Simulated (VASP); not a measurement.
A run of VASP 6.6.1 is set up as follows.

INCAR

```
SYSTEM = Co
PREC = Accurate
ENCUT = 520
EDIFF = 1E-7
ISMEAR = 0
SIGMA = 0.1
LREAL = .FALSE.
LASPH = .TRUE.
NELM = 150
ALGO = Normal
ISIF = 2
LWAVE = .FALSE.
LCHARG = .TRUE.
ISPIN = 2
MAGMOM = 3 -3
LORBIT = 11
LMAXMIX = 4
LDIPOL = .TRUE.
IDIPOL = 3
DIPOL = 0.5 0.5 0.500
GGA = PE
LELF = .TRUE.
LVHAR = .TRUE.
LVACPOTAV = .TRUE.
NBANDS = 20
```

The input KPOINTS:

```
regular mesh
0
G
  8 8 1
  0 0 0
```

POSCAR

```
Co
1.0
    2.0896590000      0.0000000000      0.0000000000
    0.0000000000      2.0896590000      0.0000000000
    0.0000000000      0.0000000000     17.0000000000
Co
2
Direct
    0.5000000000      0.5000000000      0.5837927100
    0.5000000000      0.5000000000      0.4162072900
```

Potentials or basis: VASP PAW PBE potentials, release 64 (Co).

Command:

```sh
$ cat potpaw_PBE.64/Co/POTCAR > POTCAR
$ mpirun -np 1 vasp_std > vasp.out
```

**Question.** Predict the site moments.

**Answer.** Co +1.66, -1.66 μB.

**Question.** What does it give for the net moment?

**Answer.** 0.00 μB per cell.

Forces on the atoms (eV/Å):
```
Co   0.000  0.000 -0.525
Co   0.000  0.000  0.525
```

Caveat: the k points lie up to 0.38 Å⁻¹ apart.
